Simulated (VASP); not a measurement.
# SnH (Fd-3m) in VASP: single point with r2SCAN

Aim: the single point of SnH with r2SCAN.

Program: VASP 6.6.1. These are calculated values, not measurements. Logs are shortened: lines on timing, memory, paths and dates and some standing lists are left out, and cuts for length are marked.

## Step 1: The cell of the first run

Symmetry: Fd-3m, No. 227, cubic system. The conventional cell has a = 6.468 Å, b = 6.468 Å, c = 6.468 Å, α = 90.00°, β = 90.00°, γ = 90.00°. Sn (site symmetry -43m) has 4 Sn at 2.80 Å and 10 H at 2.80 to 3.23 Å within 3.7 Å. Within 3.7 Å of H (site symmetry -43m) lie 10 Sn at 2.80 to 3.23 Å and 4 H at 2.80 Å.

## Step 2: Single point, r2SCAN

POSCAR reads:

```
SnH
1.0
    0.0000000000      3.2337906967      3.2337906967
    3.2337906967      0.0000000000      3.2337906967
    3.2337906967      3.2337906967      0.0000000000
Sn H
2 2
Direct
    0.0000000000      1.0000000000      0.0000000000
    0.2500000000      0.2500000000      0.2500000000
    0.5000000000      0.5000000000      0.5000000000
    0.7500000000      0.7500000000      0.7500000000
```

INCAR.step1 reads:

```
SYSTEM = SnH
PREC     = Accurate       ! precision mode
ENCUT    = 520            ! plane-wave cutoff, eV
ISMEAR   = 0              ! smearing method
SIGMA    = 0.1            ! smearing width, eV
LREAL    = .False.        ! projectors in reciprocal space
LASPH    = .True.         ! aspherical terms in the spheres
NELM     = 60             ! most SCF steps
NBANDS   = 23             ! bands
GGA      = PE             ! functional
ALGO     = Normal         ! electronic algorithm
EDIFF    = 1E-4           ! SCF threshold, eV
LWAVE    = .True.         ! write WAVECAR
LCHARG   = .False.        ! write CHGCAR
```

INCAR.step2 reads:

```
SYSTEM = SnH
PREC     = Accurate       ! precision mode
ENCUT    = 520            ! plane-wave cutoff, eV
EDIFF    = 1E-6           ! SCF threshold, eV
ISMEAR   = 0              ! smearing method
SIGMA    = 0.1            ! smearing width, eV
LREAL    = .False.        ! projectors in reciprocal space
LASPH    = .True.         ! aspherical terms in the spheres
NELM     = 60             ! most SCF steps
ALGO     = Normal         ! electronic algorithm
ISIF     = 2              ! what is computed and relaxed
LWAVE    = .False.        ! write WAVECAR
LCHARG   = .False.        ! write CHGCAR
METAGGA  = R2SCAN         ! meta-GGA
LMIXTAU  = .True.       
NBANDS   = 23             ! bands
ISTART   = 1
```

KPOINTS reads:

```
regular mesh
0
Gamma
  10 10 10
  0 0 0
```

Potentials or basis: VASP PAW PBE potentials, release 64 (Sn_d, H).

The run is started by

```
> cat potpaw_PBE.64/Sn_d/POTCAR potpaw_PBE.64/H/POTCAR > POTCAR
> cp INCAR.step1 INCAR
> mpirun -np 1 vasp_std > vasp.out
> cp INCAR.step2 INCAR
> mpirun -np 1 vasp_std > vasp.out
```

OUTCAR:

```text
SYSTEM = SnH
   PREC = Accurate
   ENCUT = 520
   EDIFF = 1E-6
   ISMEAR = 0
   LREAL = .False.
   LASPH = .True.
   NELM = 60
   ISIF = 2
   METAGGA = R2SCAN
   ISTART = 1

 ion  position               nearest neighbor table
   1  0.000  0.000  0.000-   2 2.80   2 2.80   2 2.80   2 2.80
   2  0.250  0.250  0.250-   1 2.80   1 2.80   1 2.80   1 2.80
   3  0.500  0.500  0.500-
   4  0.750  0.750  0.750-

  LATTYP: Found a face centered cubic cell.
 ALAT       =     6.4675813934

  Lattice vectors:

 A1 = (   0.0000000000,   3.2337906967,   3.2337906967)
 A2 = (   3.2337906967,   0.0000000000,   3.2337906967)
 A3 = (   3.2337906967,   3.2337906967,   0.0000000000)

Analysis of symmetry for initial positions (statically):
=====================================================================
 Subroutine PRICEL returns:
 Original cell was already a primitive cell.

 Routine SETGRP: Setting up the symmetry group for a
 face centered cubic supercell.

 Subroutine GETGRP returns: Found 48 space group operations
 (whereof 24 operations were pure point group operations)
 out of a pool of 48 trial point group operations.

The static configuration has the point symmetry T_d .
 The point group associated with its full space group is O_h .

Analysis of symmetry for dynamics (positions and initial velocities):
=====================================================================
 Subroutine PRICEL returns:
 Original cell was already a primitive cell.

 Routine SETGRP: Setting up the symmetry group for a
 face centered cubic supercell.

 Subroutine GETGRP returns: Found 48 space group operations
 (whereof 24 operations were pure point group operations)
 out of a pool of 48 trial point group operations.

The dynamic configuration has the point symmetry T_d .
 The point group associated with its full space group is O_h .

 Subroutine INISYM returns: Found 48 space group operations
 (whereof 24 operations are pure point group operations),
 and found     1 'primitive' translations

----------------------------------------------------------------------------------------

                                     Primitive cell

  volume of cell :      67.6341

  direct lattice vectors                    reciprocal lattice vectors
     0.000000000  3.233790697  3.233790697    -0.154617304  0.154617304  0.154617304
     3.233790697  0.000000000  3.233790697     0.154617304 -0.154617304  0.154617304
     3.233790697  3.233790697  0.000000000     0.154617304  0.154617304 -0.154617304

  length of vectors
     4.573270661  4.573270661  4.573270661     0.267805027  0.267805027  0.267805027

  position of ions in fractional coordinates (direct lattice)
     0.000000000  0.000000000  0.000000000
     0.250000000  0.250000000  0.250000000
     0.500000000  0.500000000  0.500000000
     0.750000000  0.750000000  0.750000000

  ion indices of the primitive-cell ions
   primitive index   ion index
                 1           1
                 2           2
                 3           3
                 4           4

----------------------------------------------------------------------------------------

 KPOINTS: regular mesh

Automatic generation of k-mesh.
 Grid dimensions read from file:
 generate k-points for:   10   10   10

 Generating k-lattice:

  Cartesian coordinates                     Fractional coordinates (reciprocal lattice)
    -0.015461730  0.015461730  0.015461730     0.100000000  0.000000000  0.000000000
     0.015461730 -0.015461730  0.015461730     0.000000000  0.100000000  0.000000000
     0.015461730  0.015461730 -0.015461730     0.000000000  0.000000000  0.100000000

  Length of vectors
     0.026780503  0.026780503  0.026780503

  Shift w.r.t. Gamma in fractional coordinates (k-lattice)
     0.000000000  0.000000000  0.000000000

 Subroutine IBZKPT returns following result:
 ===========================================

 Found     47 irreducible k-points:

 Following reciprocal coordinates:
            Coordinates               Weight
  0.000000  0.000000  0.000000      1.000000
  0.100000  0.000000  0.000000      8.000000
  0.200000  0.000000  0.000000      8.000000
  0.300000  0.000000  0.000000      8.000000
  0.400000  0.000000  0.000000      8.000000
  0.500000  0.000000  0.000000      4.000000
[... 16 lines left out ...]
  0.300000  0.300000  0.000000      6.000000
  0.400000  0.300000  0.000000     24.000000
 [... further k-points ...]
   k-points           NKPTS =     47   k-points in BZ     NKDIM =     47   number of bands    NBANDS=     23
   number of dos      NEDOS =    301   number of ions     NIONS =      4
   total plane-waves  NPLWV =  46656
   dimension x,y,z NGX =    36 NGY =   36 NGZ =   36
   dimension x,y,z NGXF=    72 NGYF=   72 NGZF=   72
   ions per type =               2   2
   NGX,Y,Z   is equivalent  to a cutoff of  13.09, 13.09, 13.09 a.u.
   NGXF,Y,Z  is equivalent  to a cutoff of  26.17, 26.17, 26.17 a.u.
 SYSTEM =  SnH
   PREC   = accura    normal or accurate (medium, high low for compatibility)
   ISTART =      1    job   : 0-new  1-cont  2-samecut
   ICHARG =      0    charge: 1-file 2-atom 10-const
   ISPIN  =      1    spin polarized calculation?
   LNONCOLLINEAR =      F non collinear calculations
   LSORBIT =      F    spin-orbit coupling
   LASPH  =      T    aspherical Exc in radial PAW
   ENCUT  =  520.0 eV  38.22 Ry    6.18 a.u.   8.50  8.50  8.50*2*pi/ulx,y,z
   NELM   =     60;   NELMIN=  2; NELMDL=  0     # of ELM steps
   EDIFF  = 0.1E-05   stopping-criterion for ELM
   LREAL  =      F    real-space projection
   EDIFFG = 0.1E-04   stopping-criterion for IOM
   NSW    =      0    number of steps for IOM
   IBRION =     -1    ionic relax: 0-MD 1-quasi-New 2-CG
   NFREE  =      0    steps in history (QN), initial steepest desc. (CG)
   ISIF   =      2    stress and relaxation
   ISYM   =      2    0-nonsym 1-usesym 2-fastsym
   POTIM  = 0.5000    time-step for ionic-motion
   TEBEG  =    0.0;   TEEND  =   0.0 temperature during run
   PSTRESS=    0.0 pullay stress
   NELECT =      30.0000    total number of electrons
   NUPDOWN=      -1.0000    fix difference up-down
   EMIN   =  10.00;   EMAX   =-10.00  energy-range for DOS
   EFERMI =   0.00;   METHOD = LEGACY
   ISMEAR =     0;   SIGMA  =   0.10  broadening in eV -4-tet -1-fermi 0-gaus
   EFERMI_NEDOS =   21; number of points for ismear=-14 and -15
   IALGO  =     38    algorithm
   IMIX   =      4    mixing-type and parameters
     AMIX     =   0.40;   BMIX     =  1.00
     AMIX_MAG =   1.60;   BMIX_MAG =  1.00
  volume/ion in A,a.u.               =      16.91       114.10
  Fermi-wavevector in a.u.,A,eV,Ry     =   1.248514  2.359349 21.208580  1.558787
  Thomas-Fermi vector in A             =   2.382597
   LORBIT       =      0    0 simple, 1 ext, 2 COOP (PROOUT), +10 PAW based schemes
   METAGGA = R2SCAN    functional components
   LHFCALC =     F    Hartree Fock is set to
   AEXX    =    0.0000 exact exchange contribution
   IVDW    =     0    specifies the selected vdW correction
   LEPSILON=     F    determine dielectric tensor
   LRPA    =     F    only Hartree local field effects (RPA)
 non-spin polarized calculation
 Gauss-broadening in eV      SIGMA  =   0.10
  energy-cutoff  :      520.00
  volume of cell :       67.63
 maximum number of plane-waves:      1849
 NGX is ok and might be reduce to    36
   NGX = 17   NGY = 17   NGZ = 17

 number of electron      30.0000008 magnetization

 Free energy of the ion-electron system (eV)
  ---------------------------------------------------
  ext. energy  EPLUGINS =         0.00000000
  ---------------------------------------------------
  free energy    TOTEN  =       -52.69976140 eV

  energy without entropy =      -52.69093848  energy(sigma->0) =      -52.69534994

 E-fermi :   5.2459     XC(G=0): -10.5344

 val. band max:        5.2436600932   @ k =  -0.2000   0.3000   0.1000
 cond. band min:       5.2606431381   @ k =   0.2000   0.1000   0.0000
 fundamental gap:      0.0169830449
 Fermi energy:         5.2458562251

 k-point     1 :       0.0000    0.0000    0.0000
  band No.  band energies     occupation
      1     -16.8086      2.00000
      2     -16.8086      2.00000
      3     -16.8086      2.00000
      4     -16.7308      2.00000
      5     -16.7308      2.00000
      6     -16.4034      2.00000
[... 15 lines left out ...]
     22      13.7106      0.00000
     23      13.7106      0.00000

 k-point     2 :       0.1000    0.0000    0.0000
  band No.  band energies     occupation
      1     -16.8161      2.00000
      2     -16.8161      2.00000
      3     -16.8060      2.00000
      4     -16.7201      2.00000
      5     -16.7201      2.00000
      6     -16.4178      2.00000
[... 15 lines left out ...]
     22      12.9933      0.00000
     23      14.2050      0.00000

 k-point     3 :       0.2000    0.0000    0.0000
  band No.  band energies     occupation
      1     -16.8294      2.00000
      2     -16.8294      2.00000
      3     -16.7988      2.00000
      4     -16.6991      2.00000
      5     -16.6990      2.00000
      6     -16.4369      2.00000
[... 15 lines left out ...]
     22      12.5799      0.00000
     23      15.5020      0.00000
[... 495 lines left out ...]
 k-point    23 :       0.3000    0.3000    0.0000
  band No.  band energies     occupation
      1     -16.8466      2.00000
      2     -16.8465      2.00000
      3     -16.7980      2.00000
      4     -16.6581      2.00000
      5     -16.5995      2.00000
      6     -16.5770      2.00000
[... 15 lines left out ...]
     22      15.3019      0.00000
     23      16.2764      0.00000

 k-point    24 :       0.4000    0.3000    0.0000
  band No.  band energies     occupation
      1     -16.8614      2.00000
      2     -16.8539      2.00000
      3     -16.7727      2.00000
      4     -16.6348      2.00000
      5     -16.6053      2.00000
      6     -16.5725      2.00000
[... 15 lines left out ...]
     22      15.7381      0.00000
     23      17.1741      0.00000

 [... further k-points ...]

------------------------ aborting loop because EDIFF is reached ----------------------------------------

  FORCE on cell =-STRESS in cart. coord.  units (eV):
  Direction    XX          YY          ZZ          XY          YZ          ZX
  --------------------------------------------------------------------------------------
  -------------------------------------------------------------------------------------
  Total       -0.0319042     -0.0319042     -0.0319042      0.0000000      0.0000000      0.0000000
  in kB       -0.7557744     -0.7557744     -0.7557744      0.0000000      0.0000000      0.0000000
  external PRESSURE =      -0.7557744 kB  Pullay stress =       0.0000000 kB

 VOLUME and BASIS-vectors are now :
 -----------------------------------------------------------------------------
  energy-cutoff  :      520.00
  volume of cell :       67.63
      direct lattice vectors                 reciprocal lattice vectors
     0.000000000  3.233790697  3.233790697    -0.154617304  0.154617304  0.154617304
     3.233790697  0.000000000  3.233790697     0.154617304 -0.154617304  0.154617304
     3.233790697  3.233790697  0.000000000     0.154617304  0.154617304 -0.154617304

 POSITION                                       TOTAL-FORCE (eV/Angst)
 -----------------------------------------------------------------------------------
      0.00000      0.00000      0.00000        -0.000000     -0.000000      0.000000
      1.61690      1.61690      1.61690         0.000000      0.000000     -0.000000
      3.23379      3.23379      3.23379         0.000000     -0.000000     -0.000000
      4.85069      4.85069      4.85069         0.000000     -0.000000     -0.000000
 -----------------------------------------------------------------------------------
    total drift:                                0.000000      0.000000      0.000000

  FREE ENERGIE OF THE ION-ELECTRON SYSTEM (eV)
  ---------------------------------------------------
  free  energy   TOTEN  =       -52.6997614035 eV

  energy  without entropy=      -52.6909384840  energy(sigma->0) =      -52.69534994
```

Wall time 3.3 min (1 thread of Intel Xeon Platinum 8259CL at 2.50GHz (Skylake/Cascade Lake), shared host); peak memory 0.24 GiB.

Results:

```
Free energy            : -52.6998 eV
Pressure               : -0.1 GPa
Band gap on the k mesh : zero (bands 15 and 16 overlap by 2.76 eV)
```

Levels at points of the mesh, in eV from the Fermi level:
```tsv
k point	band 12	band 13	band 14	band 15	band 16	band 17	band 18	band 19
(0.00, 0.00, 0.00)	-0.96	-0.63	0.56	0.56	0.56	2.18	2.72	2.72
(0.50, 0.00, 0.00)	-6.79	-1.31	-0.72	-0.72	-0.50	3.72	3.72	4.33
(0.50, 0.50, 0.00)	-7.45	-2.19	-2.19	-2.18	-2.18	6.60	6.60	8.68
```

Caveat: the PAW data sets were made with another functional, which shifts forces and pressure a little; spin-orbit coupling is left out, which moves the levels of the heavy elements.
